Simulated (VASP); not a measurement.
# V (Pm-3m) in VASP: notebook, part 2 of 2

VASP 6.6.1. The steps go on from the part before.

### 4 Single point, PBE

This run uses another cell than the first one, of 14.73 Å³/atom, 1.087 times its volume.

The input, INCAR:

```
PREC = Accurate
ENCUT = 520
EDIFF = 1E-6
ISMEAR = -1
SIGMA = 0.08
LREAL = False
LASPH = True
NELM = 100
ALGO = Normal
ISIF = 2
LWAVE = False
LCHARG = True
GGA = PE
LELF = True
LVHAR = True
NBANDS = 12
```

The input, KPOINTS:

```
regular mesh
0
Gamma
  15 15 15
```

The input, POSCAR:

```
V
1.0
    2.4515863266      0.0000000000      0.0000000000
    0.0000000000      2.4515863266      0.0000000000
    0.0000000000      0.0000000000      2.4515863266
V
1
Direct
    0.0000000000      0.0000000000      0.0000000000
```

Potentials or basis: VASP PAW PBE potentials, release 64 (V_sv).

The run is started by

```bash
$ cat potpaw_PBE.64/V_sv/POTCAR > POTCAR
$ mpirun -np 1 vasp_std > vasp.out
```

OUTCAR:

```text
PREC = Accurate
   ENCUT = 520
   EDIFF = 1E-6
   ISMEAR = -1
   LREAL = False
   LASPH = True
   NELM = 100
   ISIF = 2
   GGA = PE

 ion  position               nearest neighbor table
   1  0.000  0.000  0.000-

  LATTYP: Found a simple cubic cell.
 ALAT       =     2.4515863266

  Lattice vectors:

 A1 = (   2.4515863266,   0.0000000000,   0.0000000000)
 A2 = (   0.0000000000,   2.4515863266,   0.0000000000)
 A3 = (   0.0000000000,   0.0000000000,   2.4515863266)

Analysis of symmetry for initial positions (statically):
=====================================================================
 Subroutine PRICEL returns:
 Original cell was already a primitive cell.

 Routine SETGRP: Setting up the symmetry group for a
 simple cubic supercell.

 Subroutine GETGRP returns: Found 48 space group operations
 (whereof 48 operations were pure point group operations)
 out of a pool of 48 trial point group operations.

The static configuration has the point symmetry O_h .

Analysis of symmetry for dynamics (positions and initial velocities):
=====================================================================
 Subroutine PRICEL returns:
 Original cell was already a primitive cell.

 Routine SETGRP: Setting up the symmetry group for a
 simple cubic supercell.

 Subroutine GETGRP returns: Found 48 space group operations
 (whereof 48 operations were pure point group operations)
 out of a pool of 48 trial point group operations.

The dynamic configuration has the point symmetry O_h .

 Subroutine INISYM returns: Found 48 space group operations
 (whereof 48 operations are pure point group operations),
 and found     1 'primitive' translations

----------------------------------------------------------------------------------------

                                     Primitive cell

[... 105 lines left out ...]
   IALGO  =     38    algorithm
   IMIX   =      4    mixing-type and parameters
     AMIX     =   0.40;   BMIX     =  1.00
     AMIX_MAG =   1.60;   BMIX_MAG =  1.00
  volume/ion in A,a.u.               =      14.73        99.43
  Fermi-wavevector in a.u.,A,eV,Ry     =   1.570153  2.967160 33.543556  2.465382
  Thomas-Fermi vector in A             =   2.671929
   LORBIT       =      0    0 simple, 1 ext, 2 COOP (PROOUT), +10 PAW based schemes
   GGA     = PE    functional components
   LHFCALC =     F    Hartree Fock is set to
   AEXX    =    0.0000 exact exchange contribution
   IVDW    =     0    specifies the selected vdW correction
   LEPSILON=     F    determine dielectric tensor
   LRPA    =     F    only Hartree local field effects (RPA)
 non-spin polarized calculation
  energy-cutoff  :      520.00
  volume of cell :       14.73
 maximum number of plane-waves:       413
   NGX =  9   NGY =  9   NGZ =  9

 number of electron      12.9999979 magnetization

 Free energy of the ion-electron system (eV)
  ---------------------------------------------------
  ext. energy  EPLUGINS =         0.00000000
  ---------------------------------------------------
  free energy    TOTEN  =        -8.15546121 eV

  energy without entropy =       -8.11889591  energy(sigma->0) =       -8.13717856

 E-fermi :   8.7876     XC(G=0): -12.3077

 val. band max:        8.7838223742   @ k =   0.4667   0.4667   0.1333
 cond. band min:       8.7896539143   @ k =   0.4667   0.4000   0.2000
 fundamental gap:      0.0058315401
 Fermi energy:         8.7875858494

 k-point     1 :       0.0000    0.0000    0.0000
  band No.  band energies     occupation
      1     -55.0698      2.00000
      2     -28.3285      2.00000
      3     -28.3285      2.00000
      4     -28.3285      2.00000
      5       2.4578      2.00000
      6       6.6779      2.00000
      7       6.6779      2.00000
      8      12.2953      0.00000
      9      12.2953      0.00000
     10      12.2953      0.00000
     11      27.0169      0.00000
     12      27.0169      0.00000
[... 331 lines left out ...]
 k-point    24 :       0.3333    0.2000    0.0000
  band No.  band energies     occupation
      1     -54.8947      2.00000
      2     -29.0665      2.00000
      3     -28.6100      2.00000
      4     -28.2285      2.00000
      5       5.7887      2.00000
      6       7.5946      2.00000
      7       8.7574      1.18623
      8      10.8182      0.00000
      9      10.8797      0.00000
     10      11.7631      0.00000
     11      18.8847      0.00000
     12      24.6333      0.00000

 [... further k-points ...]
[... 5 lines left out ...]
  --------------------------------------------------------------------------------------
  -------------------------------------------------------------------------------------
  Total        0.0258106      0.0258106      0.0258106      0.0000000     -0.0000000      0.0000000
  in kB        2.8065144      2.8065144      2.8065144      0.0000000     -0.0000000      0.0000000
  external PRESSURE =       2.8065144 kB  Pullay stress =       0.0000000 kB

 VOLUME and BASIS-vectors are now :
 -----------------------------------------------------------------------------
  energy-cutoff  :      520.00
  volume of cell :       14.73
      direct lattice vectors                 reciprocal lattice vectors
     2.451586327  0.000000000  0.000000000     0.407899159  0.000000000  0.000000000
     0.000000000  2.451586327  0.000000000     0.000000000  0.407899159  0.000000000
     0.000000000  0.000000000  2.451586327     0.000000000  0.000000000  0.407899159

 POSITION                                       TOTAL-FORCE (eV/Angst)
 -----------------------------------------------------------------------------------
      0.00000      0.00000      0.00000         0.000000      0.000000      0.000000
 -----------------------------------------------------------------------------------
    total drift:                                0.000000      0.000000      0.000000

  FREE ENERGIE OF THE ION-ELECTRON SYSTEM (eV)
  ---------------------------------------------------
  free  energy   TOTEN  =        -8.1554612124 eV

  energy  without entropy=       -8.1188959128  energy(sigma->0) =       -8.13717856
```

stdout:

```text
POSCAR found type information on POSCAR V
 POSCAR found :  1 types and       1 ions
 scaLAPACK will be used
 LDA part: xc-table for (Slater+PW92), standard interpolation
 POSCAR, INCAR and KPOINTS ok, starting setup
 FFT: planning ... GRIDC
 FFT: planning ... GRID_SOFT
 FFT: planning ... GRID
 WAVECAR not read
 entering main loop
```

Run time: 12 s. Hardware: 1 thread of Intel Xeon Platinum 8488C (Sapphire Rapids), shared host; peak memory 0.12 GiB.

What came out:

| Property | Result |
| --- | --- |
| Free energy | -8.1555 eV |
| Pressure | 0.3 GPa |

### 5 Single point, PBEsol

This run uses another cell than the first one, of 14.73 Å³/atom, 1.087 times its volume.

The input, INCAR:

```
SYSTEM = V
  ALGO = Normal
  EDIFF = 1E-6
  ENCUT = 520
  GGA = PS
  ISIF = 2
  ISMEAR = -1
  LASPH = .True.
  LCHARG = .False.
  LREAL = .False.
  LWAVE = .False.
  NBANDS = 12
  NELM = 80
  PREC = Accurate
  SIGMA = 0.08
```

The input, KPOINTS:

```
k-points
0
Gamma
  15 15 15
  0 0 0
```

POSCAR is that of step 4.

The run is started by

```bash
$ cat potpaw_PBE.64/V_sv/POTCAR > POTCAR
$ mpirun -np 1 vasp_std > vasp.out
```

Wall time 12 s (1 thread of Intel Xeon Platinum 8488C (Sapphire Rapids), shared host); peak memory 0.13 GiB.

Results (log left out):

```
Free energy : -8.7532 eV
Pressure    : -5.9 GPa
```

Levels at points of the mesh, in eV from the Fermi level:
```tsv
k point	band 3	band 4	band 5	band 6	band 7	band 8	band 9	band 10	band 11	band 12
(0.00, 0.00, 0.00)	-36.98	-36.98	-6.34	-2.10	-2.10	3.50	3.50	3.50	18.19	18.19
```

Caveat: the PAW data sets were made with another functional, which shifts forces and pressure a little.

### 6 Relaxation of cell and atoms, PBE

This run uses another cell than the first one, of 14.56 Å³/atom, 1.074 times its volume.

The input, INCAR:

```
ALGO = Normal
EDIFF = 1E-7
EDIFFG = -0.005
ENCUT = 600
GGA = PE
IBRION = 2
ISIF = 3
ISMEAR = -1
LASPH = T
LCHARG = F
LREAL = F
LWAVE = F
NELM = 100
NSW = 60
PREC = Accurate
SIGMA = 0.08
```

The input, KPOINTS:

```
k-points
0
Gamma
  15 15 15
```

The input, POSCAR:

```
V
1.0
    2.4416480848      0.0000000000      0.0000000000
    0.0000000000      2.4416480848      0.0000000000
    0.0000000000      0.0000000000      2.4416480848
V
1
Direct
    0.0000000000      0.0000000000      0.0000000000
```

Potentials or basis: VASP PAW PBE potentials, release 64 (V_sv).

The run is started by

```bash
$ cat potpaw_PBE.64/V_sv/POTCAR > POTCAR
$ mpirun -np 1 vasp_std > vasp.out
```

Wall time 23 s (1 thread of Intel Xeon Platinum 8488C (Sapphire Rapids), shared host); peak memory 0.14 GiB.

Results (log left out):

```
Free energy                            : -8.1553 eV
Relaxed volume                         : 14.76 Å³/atom
Relaxed cell                           : a = 2.453 Å, b = 2.453 Å, c = 2.453 Å, α = 90.00°, β = 90.00°, γ = 90.00°
Space group after relaxing (to 0.05 Å) : Pm-3m (No. 221)
Energy gained by relaxing              : 1.2 meV/atom
Ionic steps                            : 3
Pressure after relaxing                : 0.0 GPa
```

The path:
| step | energy change (eV) | largest force (eV/Å) | pressure (GPa) | volume (Å³) |
| --- | --- | --- | --- | --- |
| 1 | 0.0000 | 0.0000 | 1.97 | 14.56 |
| 2 | -0.0004 | 0.0000 | -1.57 | 14.94 |
| 3 | -0.0012 | 0.0000 | 0.00 | 14.76 |

Final structure:
```
V
1.0
     2.45311    0.00000    0.00000
     0.00000    2.45311    0.00000
     0.00000    0.00000    2.45311
V
1
Direct
  0.00000 0.00000 0.00000
```

Levels at points of the mesh, in eV from the Fermi level:
| k point | band 5 | band 6 | band 7 | band 8 | band 9 | band 10 |
| --- | --- | --- | --- | --- | --- | --- |
| (0.00, 0.00, 0.00) | -6.33 | -2.10 | -2.10 | 3.50 | 3.50 | 3.50 |

### 7 Summary

| task | level | cell | cutoff (eV) | gap on the mesh (eV) | pressure (GPa) |
| --- | --- | --- | --- | --- | --- |
| single point | PBE | a = 2.384 Å, 1 atom | 520 | none | 13.6 |
| single point | PBE | a = 2.452 Å, 1 atom | 520 | none | 0.3 |
| single point | PBEsol | a = 2.452 Å, 1 atom | 520 | none | -5.9 |
| relaxation of cell and atoms | PBE | relaxed from a = 2.442 Å, 1 atom | 600 | none | 0.0 |

Alike in all rows: potentials or basis VASP PAW PBE potentials, release 64 (V_sv); no spin polarisation; k mesh 15 × 15 × 15; smearing fermi-dirac 0.08 eV.

Caveats: the PAW data sets were made with another functional, which shifts forces and pressure a little (some runs).

Absolute energies hang on the potentials; compare differences alone.
